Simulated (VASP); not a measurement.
# AlCu (F-43m) in VASP: single point with HF

Aim: the single point of AlCu with HF.

All numbers are computed with VASP 6.6.1; they aren't measurements. Logs are shortened: lines on timing, memory, paths and dates and some standing lists are left out, and cuts for length are marked.

## (1) The cell of the first run

The structure is cubic, space group F-43m (No. 216). The conventional cell has a = 5.947 Å, b = 5.947 Å, c = 5.947 Å, α = 90.00°, β = 90.00°, γ = 90.00°. Within 3.4 Å of Al (site symmetry -43m) lie 4 Cu at 2.57 Å. Cu (site symmetry -43m) has 4 Al at 2.57 Å within 3.4 Å.

## (2) Single point, HF

The input, POSCAR:

```
AlCu
1.0
    0.0000000000      2.9733299999      2.9733299999
    2.9733299999      0.0000000000      2.9733299999
    2.9733299999      2.9733299999      0.0000000000
Al Cu
1 1
Direct
    0.7500000000      0.7500000000      0.7500000000
    0.0000000000      0.0000000000      0.0000000000
```

The input, INCAR.step1:

```
PREC = Accurate
ENCUT = 520
EDIFF = 1E-5
ISMEAR = -1
SIGMA = 0.05
LREAL = False
LASPH = True
NELM = 120
ALGO = Normal
ISIF = 2
LWAVE = True
LCHARG = False
GGA = PE
NBANDS = 14
GGA_COMPAT = False
```

The input, INCAR.step2:

```
PREC = Accurate
ENCUT = 520
EDIFF = 1E-6
ISMEAR = -1
SIGMA = 0.05
LREAL = False
LASPH = True
NELM = 120
ALGO = Normal
ISIF = 2
LWAVE = False
LCHARG = False
GGA = PE
LHFCALC = True
AEXX = 1.0
ALDAC = 0.0
AGGAC = 0.0
PRECFOCK = Normal
ISTART = 1
NBANDS = 14
GGA_COMPAT = False
```

The input, KPOINTS:

```
regular mesh
0
Gamma
  5 5 5
```

Potentials or basis: VASP PAW PBE potentials, release 64 (Al, Cu).

Run with:

```
$ cat potpaw_PBE.64/Al/POTCAR potpaw_PBE.64/Cu/POTCAR > POTCAR
$ cp INCAR.step1 INCAR
$ mpirun -np 1 vasp_std > vasp.out
$ cp INCAR.step2 INCAR
$ mpirun -np 1 vasp_std > vasp.out
```

OUTCAR:

```text
PREC = Accurate
   ENCUT = 520
   EDIFF = 1E-6
   ISMEAR = -1
   LREAL = False
   LASPH = True
   NELM = 120
   ISIF = 2
   GGA = PE
   LHFCALC = True
   AEXX = 1.0
   PRECFOCK = Normal
   ISTART = 1

 ion  position               nearest neighbor table
   1  0.750  0.750  0.750-   2 2.57   2 2.57   2 2.57   2 2.57
   2  0.000  0.000  0.000-   1 2.57   1 2.57   1 2.57   1 2.57

  LATTYP: Found a face centered cubic cell.
 ALAT       =     5.9466599998

  Lattice vectors:

 A1 = (   0.0000000000,   2.9733299999,   2.9733299999)
 A2 = (   2.9733299999,   0.0000000000,   2.9733299999)
 A3 = (   2.9733299999,   2.9733299999,   0.0000000000)

Analysis of symmetry for initial positions (statically):
=====================================================================
 Subroutine PRICEL returns:
 Original cell was already a primitive cell.

 Routine SETGRP: Setting up the symmetry group for a
 face centered cubic supercell.

 Subroutine GETGRP returns: Found 24 space group operations
 (whereof 24 operations were pure point group operations)
 out of a pool of 48 trial point group operations.

The static configuration has the point symmetry T_d .

Analysis of symmetry for dynamics (positions and initial velocities):
=====================================================================
 Subroutine PRICEL returns:
 Original cell was already a primitive cell.

 Routine SETGRP: Setting up the symmetry group for a
 face centered cubic supercell.

 Subroutine GETGRP returns: Found 24 space group operations
 (whereof 24 operations were pure point group operations)
 out of a pool of 48 trial point group operations.

The dynamic configuration has the point symmetry T_d .

 Subroutine INISYM returns: Found 24 space group operations
 (whereof 24 operations are pure point group operations),
 and found     1 'primitive' translations

----------------------------------------------------------------------------------------

                                     Primitive cell

  volume of cell :      52.5726

  direct lattice vectors                    reciprocal lattice vectors
     0.000000000  2.973330000  2.973330000    -0.168161624  0.168161624  0.168161624
     2.973330000  0.000000000  2.973330000     0.168161624 -0.168161624  0.168161624
     2.973330000  2.973330000  0.000000000     0.168161624  0.168161624 -0.168161624

  length of vectors
     4.204923611  4.204923611  4.204923611     0.291264476  0.291264476  0.291264476
[... 82 lines left out ...]
   EFERMI_NEDOS =   21; number of points for ismear=-14 and -15
   IALGO  =     38    algorithm
   IMIX   =      1    mixing-type and parameters
     AMIX     =   0.40;   BMIX     =  1.00
     AMIX_MAG =   1.60;   BMIX_MAG =  1.00
  volume/ion in A,a.u.               =      26.29       177.39
  Fermi-wavevector in a.u.,A,eV,Ry     =   1.053249  1.990352 15.093399  1.109334
  Thomas-Fermi vector in A             =   2.188363
   LORBIT       =      0    0 simple, 1 ext, 2 COOP (PROOUT), +10 PAW based schemes
   GGA     = PE    functional components
   LHFCALC =     T    Hartree Fock is set to
   PRECFOCK=normal    Normal, Fast or Accurate (Low or Medium for compatibility)
   ENCUT4O =  -1.0   cutoff for four orbital integrals eV
   NKREDX  =     1    reduce k-point grid by
   NKREDY  =     1    reduce k-point grid by
   NKREDZ  =     1    reduce k-point grid by
   AEXX    =    1.0000 exact exchange contribution
   HFSCREEN=    0.0000 screening length (either q_TF or 0.3 A-1)
   HFSCREENC=   0.0000 screening length for correlation (either q_TF or 0.3 A-1)
   ENCUTFOCK=  -1.0 apply spherical cutoff to Coloumb kernel
   IVDW    =     0    specifies the selected vdW correction
   LEPSILON=     F    determine dielectric tensor
   LRPA    =     F    only Hartree local field effects (RPA)
 non-spin polarized calculation
  energy-cutoff  :      520.00
  volume of cell :       52.57
 maximum number of plane-waves:      1422
  NGX = 24; NGY = 24; NGZ = 24

 number of electron      13.9999996 magnetization

 Free energy of the ion-electron system (eV)
  ---------------------------------------------------
  ext. energy  EPLUGINS =         0.00000000
  ---------------------------------------------------
  free energy    TOTEN  =        -9.94420889 eV

  energy without entropy =       -9.93150687  energy(sigma->0) =       -9.93785788

 E-fermi :   3.4468     XC(G=0):   0.0000

 val. band max:        3.4212974597   @ k =  -0.4000   0.4000   0.2000
 cond. band min:       4.5802877311   @ k =  -0.2000   0.2000   0.0000
 fundamental gap:      1.1589902714
 Fermi energy:         3.4468387409

 k-point     1 :       0.0000    0.0000    0.0000
  band No.  band energies     occupation
      1      -9.9487      2.00000
      2      -7.3512      2.00000
      3      -7.3512      2.00000
      4      -7.3512      2.00000
      5      -7.2353      2.00000
      6      -7.2353      2.00000
      7      10.9927      0.00000
      8      12.2559      0.00000
      9      12.2559      0.00000
     10      12.2559      0.00000
     11      13.5039      0.00000
     12      13.5039      0.00000
     13      13.5039      0.00000
     14      17.0595      0.00000
[... 139 lines left out ...]
      1      -8.0817      2.00000
      2      -7.3685      2.00000
      3      -7.2653      2.00000
      4      -7.1990      2.00000
      5      -7.1539      2.00000
      6      -4.8978      2.00000
      7       0.0285      2.00000
      8       3.4213      1.25000
      9       6.4087      0.00000
     10      13.4052      0.00000
     11      14.0885      0.00000
     12      14.8496      0.00000
     13      17.8295      0.00000
     14      18.8897      0.00000

------------------------ aborting loop because EDIFF is reached ----------------------------------------

  FORCE on cell =-STRESS in cart. coord.  units (eV):
  Direction    XX          YY          ZZ          XY          YZ          ZX
  --------------------------------------------------------------------------------------
  -------------------------------------------------------------------------------------
  Total        0.3545626      0.3545626      0.3545626      0.0000000      0.0000000      0.0000000
  in kB       10.8054829     10.8054829     10.8054829      0.0000000      0.0000000      0.0000000
  external PRESSURE =      10.8054829 kB  Pullay stress =       0.0000000 kB

 VOLUME and BASIS-vectors are now :
 -----------------------------------------------------------------------------
  energy-cutoff  :      520.00
  volume of cell :       52.57
      direct lattice vectors                 reciprocal lattice vectors
     0.000000000  2.973330000  2.973330000    -0.168161624  0.168161624  0.168161624
     2.973330000  0.000000000  2.973330000     0.168161624 -0.168161624  0.168161624
     2.973330000  2.973330000  0.000000000     0.168161624  0.168161624 -0.168161624

 POSITION                                       TOTAL-FORCE (eV/Angst)
 -----------------------------------------------------------------------------------
      4.45999      4.45999      4.45999         0.000000      0.000000      0.000000
      0.00000      0.00000      0.00000        -0.000000     -0.000000     -0.000000
 -----------------------------------------------------------------------------------
    total drift:                               -0.000000     -0.000001     -0.000001

  FREE ENERGIE OF THE ION-ELECTRON SYSTEM (eV)
  ---------------------------------------------------
  free  energy   TOTEN  =        -9.9442088863 eV

  energy  without entropy=       -9.9315068720  energy(sigma->0) =       -9.93785788
```

OSZICAR.step1:

```text
N       E                     dE             d eps       ncg     rms          rms(c)
DAV:   1     0.569527355805E+02    0.56953E+02   -0.58988E+03   280   0.105E+03
DAV:   2    -0.476755733081E+01   -0.61720E+02   -0.55408E+02   292   0.176E+02
DAV:   3    -0.692748857078E+01   -0.21599E+01   -0.21065E+01   364   0.428E+01
DAV:   4    -0.696969376385E+01   -0.42205E-01   -0.42188E-01   370   0.502E+00
DAV:   5    -0.697144502048E+01   -0.17513E-02   -0.17512E-02   406   0.111E+00    0.950E+00
DAV:   6    -0.813815593240E+01   -0.11667E+01   -0.31713E+01   346   0.125E+02    0.849E+00
DAV:   7    -0.613593342889E+01    0.20022E+01   -0.57874E+00   346   0.553E+01    0.167E+00
DAV:   8    -0.606700672837E+01    0.68927E-01   -0.35322E-01   410   0.115E+01    0.426E-01
DAV:   9    -0.606554992152E+01    0.14568E-02   -0.32779E-02   424   0.218E+00    0.234E-01
DAV:  10    -0.606459515523E+01    0.95477E-03   -0.36762E-03   380   0.119E+00    0.906E-02
DAV:  11    -0.606463584942E+01   -0.40694E-04   -0.12579E-04   372   0.127E-01    0.921E-02
DAV:  12    -0.606454581058E+01    0.90039E-04   -0.29747E-04   376   0.391E-01    0.128E-02
DAV:  13    -0.606454246631E+01    0.33443E-05   -0.32957E-05   240   0.865E-02
   1 F= -.60645425E+01 E0= -.60575755E+01  d E =-.139340E-01
```

It took 36 min on 1 thread of Oxide Virtual Turin-like, shared host; peak memory 0.16 GiB.

Results:

| Property | Result |
| --- | --- |
| Free energy | -9.9442 eV |
| Pressure | 1.1 GPa |
| Band gap on the k mesh | zero (bands 7 and 8 overlap by 8.62 eV) |

Levels at points of the mesh, in eV from the Fermi level:
```tsv
k point	band 4	band 5	band 6	band 7	band 8	band 9	band 10	band 11
(0.00, 0.00, 0.00)	-10.80	-10.68	-10.68	7.55	8.81	8.81	8.81	10.06
```

Caveat: the k points lie up to 0.37 Å⁻¹ apart, too coarse for converged energies and pressures of a metal; the PAW data sets were made with another functional, which shifts forces and pressure a little.

The gap in the log of VASP goes by the Fermi energy; the results here count the filled bands.